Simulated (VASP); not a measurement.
# ZnS (I-4m2) in VASP: further runs

ZnS is run at these levels: PBE; tasks: single point.

Program: VASP 6.6.1. These are calculated values, not measurements. Logs are shortened: lines on timing, memory, paths and dates and some standing lists are left out, and cuts for length are marked.

## (1) The cell of the first run

The structure is tetragonal, space group I-4m2 (No. 119). The conventional cell has a = 3.768 Å, b = 3.768 Å, c = 5.409 Å, α = 90.00°, β = 90.00°, γ = 90.00°. Within 3.1 Å of Zn (site symmetry -4m2) lie 4 S at 2.32 Å. S (site symmetry -4m2) has 4 Zn at 2.32 Å within 3.1 Å.

## (2) Single point, PBE (strain -0.015 along x and y, +0.000 along z)

INCAR reads:

```
ALGO = Normal
EDIFF = 1E-7
ENCUT = 520
GGA = PE
ISIF = 2
ISMEAR = 0
LASPH = True
LCHARG = True
LELF = True
LREAL = False
LVHAR = True
LWAVE = False
NBANDS = 16
NELM = 80
PREC = Accurate
SIGMA = 0.05
```

KPOINTS reads:

```
k-points
0
Gamma
  10 10 10
```

POSCAR reads:

```
ZnS
1.0
    0.0000000000      2.6640802500      2.7046500000
    2.6640802500      0.0000000000      2.7046500000
    2.6640802500      2.6640802500      0.0000000000
Zn S
1 1
Direct
    0.0000000000      0.0000000000      0.0000000000
    0.7500000000      0.7500000000      0.7500000000
```

Potentials or basis: VASP PAW PBE potentials, release 64 (Zn, S).

On the command line:

```
cat potpaw_PBE.64/Zn/POTCAR potpaw_PBE.64/S/POTCAR > POTCAR
mpirun -np 1 vasp_std > vasp.out
```

OUTCAR:

```text
EDIFF = 1E-7
   ENCUT = 520
   GGA = PE
   ISIF = 2
   ISMEAR = 0
   LASPH = True
   LREAL = False
   NELM = 80
   PREC = Accurate

 ion  position               nearest neighbor table
   1  0.000  0.000  0.000-   2 2.32   2 2.32   2 2.32   2 2.32
   2  0.750  0.750  0.750-   1 2.32   1 2.32   1 2.32   1 2.32

  LATTYP: Found a body centered tetragonal cell.
 ALAT       =     3.7675784208
 C/A-ratio  =     1.4357498095

  Lattice vectors:

 A1 = (  -2.6640802500,   0.0000000000,   2.7046500000)
 A2 = (   2.6640802500,   0.0000000000,   2.7046500000)
 A3 = (   0.0000000000,   2.6640802500,  -2.7046500000)

Analysis of symmetry for initial positions (statically):
=====================================================================
 Subroutine PRICEL returns:
 Original cell was already a primitive cell.

 Routine SETGRP: Setting up the symmetry group for a
 body centered tetragonal supercell.

 Subroutine GETGRP returns: Found  8 space group operations
 (whereof  8 operations were pure point group operations)
 out of a pool of 16 trial point group operations.

The static configuration has the point symmetry D_2d.

Analysis of symmetry for dynamics (positions and initial velocities):
=====================================================================
 Subroutine PRICEL returns:
 Original cell was already a primitive cell.

 Routine SETGRP: Setting up the symmetry group for a
 body centered tetragonal supercell.

 Subroutine GETGRP returns: Found  8 space group operations
 (whereof  8 operations were pure point group operations)
 out of a pool of 16 trial point group operations.

The dynamic configuration has the point symmetry D_2d.

 Subroutine INISYM returns: Found  8 space group operations
 (whereof  8 operations are pure point group operations),
 and found     1 'primitive' translations

----------------------------------------------------------------------------------------

                                     Primitive cell

  volume of cell :      38.3916

  direct lattice vectors                    reciprocal lattice vectors
     0.000000000  2.664080250  2.704650000    -0.187682034  0.187682034  0.184866803
     2.664080250  0.000000000  2.704650000     0.187682034 -0.187682034  0.184866803
     2.664080250  2.664080250  0.000000000     0.187682034  0.187682034 -0.184866803

[... 74 lines left out ...]
   PREC   = accura    normal or accurate (medium, high low for compatibility)
   ISTART =      0    job   : 0-new  1-cont  2-samecut
   ICHARG =      2    charge: 1-file 2-atom 10-const
   ISPIN  =      1    spin polarized calculation?
   LNONCOLLINEAR =      F non collinear calculations
   LSORBIT =      F    spin-orbit coupling
   LASPH  =      T    aspherical Exc in radial PAW
   ENCUT  =  520.0 eV  38.22 Ry    6.18 a.u.   7.06  7.06  7.01*2*pi/ulx,y,z
   NELM   =     80;   NELMIN=  2; NELMDL= -5     # of ELM steps
   EDIFF  = 0.1E-06   stopping-criterion for ELM
   LREAL  =      F    real-space projection
   EDIFFG = 0.1E-05   stopping-criterion for IOM
   NSW    =      0    number of steps for IOM
   IBRION =     -1    ionic relax: 0-MD 1-quasi-New 2-CG
   NFREE  =      0    steps in history (QN), initial steepest desc. (CG)
   ISIF   =      2    stress and relaxation
   ISYM   =      2    0-nonsym 1-usesym 2-fastsym
   POTIM  = 0.5000    time-step for ionic-motion
   TEBEG  =    0.0;   TEEND  =   0.0 temperature during run
   PSTRESS=    0.0 pullay stress
   NELECT =      18.0000    total number of electrons
   NUPDOWN=      -1.0000    fix difference up-down
   EMIN   =  10.00;   EMAX   =-10.00  energy-range for DOS
   EFERMI =   0.00;   METHOD = LEGACY
   ISMEAR =     0;   SIGMA  =   0.05  broadening in eV -4-tet -1-fermi 0-gaus
   EFERMI_NEDOS =   21; number of points for ismear=-14 and -15
   IALGO  =     38    algorithm
   IMIX   =      4    mixing-type and parameters
     AMIX     =   0.40;   BMIX     =  1.00
     AMIX_MAG =   1.60;   BMIX_MAG =  1.00
  volume/ion in A,a.u.               =      19.20       129.54
  Fermi-wavevector in a.u.,A,eV,Ry     =   1.271805  2.403362 22.007251  1.617487
  Thomas-Fermi vector in A             =   2.404718
   LORBIT       =      0    0 simple, 1 ext, 2 COOP (PROOUT), +10 PAW based schemes
   GGA     = PE    functional components
   LHFCALC =     F    Hartree Fock is set to
   AEXX    =    0.0000 exact exchange contribution
   IVDW    =     0    specifies the selected vdW correction
   LEPSILON=     F    determine dielectric tensor
   LRPA    =     F    only Hartree local field effects (RPA)
 non-spin polarized calculation
 Gauss-broadening in eV      SIGMA  =   0.05
  energy-cutoff  :      520.00
  volume of cell :       38.39
 maximum number of plane-waves:      1046
   NGX = 15   NGY = 15   NGZ = 13

 number of electron      18.0000018 magnetization

 Free energy of the ion-electron system (eV)
  ---------------------------------------------------
  ext. energy  EPLUGINS =         0.00000000
  ---------------------------------------------------
  free energy    TOTEN  =        -6.82755769 eV

  energy without entropy =       -6.82755769  energy(sigma->0) =       -6.82755769

 E-fermi :   2.6093     XC(G=0):  -9.7594

 val. band max:        2.3835597446   @ k =   0.0000   0.0000   0.0000
 cond. band min:       4.5996933562   @ k =   0.0000   0.0000   0.0000
 fundamental gap:      2.2161336116
 Fermi energy:         2.6092777082

 k-point     1 :       0.0000    0.0000    0.0000
  band No.  band energies     occupation
      1     -10.9687      2.00000
      2      -4.0922      2.00000
      3      -4.0826      2.00000
      4      -4.0826      2.00000
      5      -3.5575      2.00000
      6      -3.5524      2.00000
[... 433 lines left out ...]
      3      -3.8216      2.00000
      4      -3.8134      2.00000
      5      -3.5413      2.00000
      6      -3.4947      2.00000
[... 8 lines left out ...]
     15      15.8295      0.00000
     16      18.3836      0.00000

 [... further k-points ...]
[... 5 lines left out ...]
  --------------------------------------------------------------------------------------
  -------------------------------------------------------------------------------------
  Total        1.0028468      1.0028468      0.8577920      0.0000000     -0.0000000      0.0000000
  in kB       41.8513520     41.8513520     35.7978472      0.0000000     -0.0000000      0.0000000
  external PRESSURE =      39.8335170 kB  Pullay stress =       0.0000000 kB

 VOLUME and BASIS-vectors are now :
 -----------------------------------------------------------------------------
  energy-cutoff  :      520.00
  volume of cell :       38.39
      direct lattice vectors                 reciprocal lattice vectors
     0.000000000  2.664080250  2.704650000    -0.187682034  0.187682034  0.184866803
     2.664080250  0.000000000  2.704650000     0.187682034 -0.187682034  0.184866803
     2.664080250  2.664080250  0.000000000     0.187682034  0.187682034 -0.184866803

 POSITION                                       TOTAL-FORCE (eV/Angst)
 -----------------------------------------------------------------------------------
      0.00000      0.00000      0.00000         0.000000      0.000000     -0.000000
      3.99612      3.99612      4.05697        -0.000000     -0.000000      0.000000
 -----------------------------------------------------------------------------------
    total drift:                               -0.000001     -0.000001     -0.000001

  FREE ENERGIE OF THE ION-ELECTRON SYSTEM (eV)
  ---------------------------------------------------
  free  energy   TOTEN  =        -6.8275576943 eV

  energy  without entropy=       -6.8275576943  energy(sigma->0) =       -6.82755769
```

OSZICAR:

```text
N       E                     dE             d eps       ncg     rms          rms(c)
DAV:   1     0.897746407390E+02    0.89775E+02   -0.89779E+03  3280   0.137E+03
DAV:   2    -0.144311150544E+01   -0.91218E+02   -0.84981E+02  3720   0.263E+02
DAV:   3    -0.719582189723E+01   -0.57527E+01   -0.57278E+01  3992   0.645E+01
DAV:   4    -0.725582887561E+01   -0.60007E-01   -0.59994E-01  4120   0.674E+00
DAV:   5    -0.725651306619E+01   -0.68419E-03   -0.68418E-03  4088   0.694E-01    0.724E+00
DAV:   6    -0.684924971339E+01    0.40726E+00   -0.73697E-01  4896   0.305E+01    0.562E+00
DAV:   7    -0.682793491229E+01    0.21315E-01   -0.26065E-01  3992   0.466E+00    0.283E+00
DAV:   8    -0.682719713349E+01    0.73778E-03   -0.53535E-03  4280   0.969E-01    0.748E-01
DAV:   9    -0.682740036022E+01   -0.20323E-03   -0.13258E-03  4064   0.286E-01    0.938E-02
DAV:  10    -0.682756240877E+01   -0.16205E-03   -0.21849E-04  4088   0.109E-01    0.337E-02
DAV:  11    -0.682755700227E+01    0.54065E-05   -0.27932E-05  3864   0.427E-02    0.772E-03
DAV:  12    -0.682755738035E+01   -0.37808E-06   -0.28392E-06  4296   0.128E-02    0.345E-03
DAV:  13    -0.682755777327E+01   -0.39292E-06   -0.66776E-07  4008   0.499E-03    0.232E-03
DAV:  14    -0.682755769433E+01    0.78935E-07   -0.48664E-08  3608   0.372E-03
   1 F= -.68275577E+01 E0= -.68275577E+01  d E =-.795698E-13
```

Run time: 1.7 min. Hardware: 1 thread of Intel Xeon 8259CL, shared host; peak memory 0.2 GiB.

Results:

| Quantity | Value |
| --- | --- |
| Free energy | -6.8276 eV |
| Pressure | 4.0 GPa |
| Band gap on the k mesh | 2.22 eV, direct |

Caveat: the cell differs from its parent crystal (strain -0.015 along x and y, +0.000 along z).

## (3) Single point, PBE (strain +0.000 along x and y, -0.015 along z)

INCAR reads:

```
ALGO = Normal
EDIFF = 1E-7
ENCUT = 520
GGA = PE
ISIF = 2
ISMEAR = 0
LASPH = T
LCHARG = F
LREAL = F
LWAVE = F
NBANDS = 16
NELM = 80
PREC = Accurate
SIGMA = 0.05
```

KPOINTS is that of step 2.

POSCAR reads:

```
ZnS
1.0
    0.0000000000      2.7046500000      2.6640802500
    2.7046500000      0.0000000000      2.6640802500
    2.7046500000      2.7046500000      0.0000000000
Zn S
1 1
Direct
    0.0000000000      0.0000000000      0.0000000000
    0.7500000000      0.7500000000      0.7500000000
```

Potentials or basis: VASP PAW PBE potentials, release 64 (Zn, S).

On the command line:

```
cat potpaw_PBE.64/Zn/POTCAR potpaw_PBE.64/S/POTCAR > POTCAR
mpirun -np 1 vasp_std > vasp.out
```

It took 89 s on 1 thread of Intel Xeon 8259CL, shared host; peak memory 0.2 GiB.

It converged, with:

| Quantity | Value |
| --- | --- |
| Free energy | -6.8399 eV |
| Pressure | 2.7 GPa |
| Band gap on the k mesh | 2.13 eV, direct |

Stress tensor (GPa, compression positive):
```
2.53 0.00 0.00
0.00 2.53 0.00
0.00 0.00 3.10
```

Levels at points of the mesh, in eV from the valence-band top:
| k point | band 5 | band 6 | band 7 | band 8 | band 9 | band 10 | band 11 | band 12 | band 13 | band 14 |
| --- | --- | --- | --- | --- | --- | --- | --- | --- | --- | --- |
| (0.00, 0.00, 0.00) | -5.91 | -5.91 | -0.05 | -0.05 | 0.00 | 2.13 | 6.35 | 6.35 | 6.36 | 11.62 |
| (0.50, 0.00, 0.00) | -5.87 | -5.70 | -5.40 | -0.96 | -0.88 | 3.30 | 6.82 | 6.96 | 8.89 | 12.19 |
| (0.50, 0.50, 0.00) | -5.83 | -5.67 | -4.58 | -2.35 | -2.35 | 3.29 | 3.94 | 11.14 | 12.00 | 12.00 |
| (0.50, 0.00, 0.50) | -5.83 | -5.70 | -4.67 | -2.29 | -2.25 | 3.37 | 4.09 | 10.97 | 11.96 | 12.08 |

Caveat: the cell differs from its parent crystal (strain +0.000 along x and y, -0.015 along z).

## (4) Single point, PBE (strain -0.015 along x and y, +0.015 along z)

INCAR reads:

```
SYSTEM = ZnS
ALGO     = Normal         ! electronic algorithm
EDIFF    = 1E-7           ! SCF threshold, eV
ENCUT    = 520            ! plane-wave cutoff, eV
GGA      = PE             ! functional
ISIF     = 2              ! what is computed and relaxed
ISMEAR   = 0              ! smearing method
LASPH    = .TRUE.         ! aspherical terms in the spheres
LCHARG   = .FALSE.        ! write CHGCAR
LREAL    = .FALSE.        ! projectors in reciprocal space
LWAVE    = .FALSE.        ! write WAVECAR
NBANDS   = 16             ! bands
NELM     = 100            ! most SCF steps
PREC     = Accurate       ! precision mode
SIGMA    = 0.05           ! smearing width, eV
```

KPOINTS reads:

```
k-points
0
G
  10 10 10
  0 0 0
```

POSCAR reads:

```
ZnS
1.0
    0.0000000000      2.6640802500      2.7452197500
    2.6640802500      0.0000000000      2.7452197500
    2.6640802500      2.6640802500      0.0000000000
Zn S
1 1
Direct
    0.0000000000      0.0000000000      0.0000000000
    0.7500000000      0.7500000000      0.7500000000
```

On the command line:

```
cat potpaw_PBE.64/Zn/POTCAR potpaw_PBE.64/S/POTCAR > POTCAR
mpirun -np 1 vasp_std > vasp.out
```

Run time: 92 s. Hardware: 1 thread of Intel Xeon 8259CL, shared host; peak memory 0.2 GiB.

The run converged. Its results:

- Free energy: -6.8374 eV
- Pressure: 2.7 GPa
- Band gap on the k mesh: 2.13 eV, direct

Stress tensor (GPa, compression positive):
```
3.14 0.00 0.00
0.00 3.14 0.00
0.00 0.00 1.88
```

Levels at points of the mesh, in eV from the valence-band top:
```csv
k point,band 5,band 6,band 7,band 8,band 9,band 10,band 11,band 12,band 13,band 14
"(0.00, 0.00, 0.00)",-5.92,-5.91,-0.11,0.00,0.00,2.13,6.36,6.36,6.36,11.44
"(0.50, 0.00, 0.00)",-5.88,-5.71,-5.40,-1.00,-0.83,3.29,6.77,7.02,8.89,12.18
"(0.50, 0.50, 0.00)",-5.84,-5.72,-4.76,-2.19,-2.19,3.45,4.23,10.80,12.06,12.06
"(0.50, 0.00, 0.50)",-5.83,-5.68,-4.58,-2.38,-2.32,3.29,3.94,11.13,11.84,12.07
```

Caveat: the cell differs from its parent crystal (strain -0.015 along x and y, +0.015 along z).

## (5) Overview

| cell | gap on the mesh (eV) | pressure (GPa) |
| --- | --- | --- |
| a = 3.796, b = 3.796, c = 3.768 Å, angles 60.3, 60.3, 59.5°, 2 atoms | 2.22 | 4.0 |
| a = 3.796, b = 3.796, c = 3.825 Å, angles 59.8, 59.8, 60.5°, 2 atoms | 2.13 | 2.7 |
| a = 3.825, b = 3.825, c = 3.768 Å, angles 60.5, 60.5, 59.0°, 2 atoms | 2.13 | 2.7 |

Alike in all rows: task single point; level PBE; potentials or basis VASP PAW PBE potentials, release 64 (Zn, S); no spin polarisation; k mesh 10 × 10 × 10; cutoff (eV) 520; smearing gaussian 0.05 eV.

Total energies depend on the potentials used, so only differences within one code and one set of settings carry meaning.
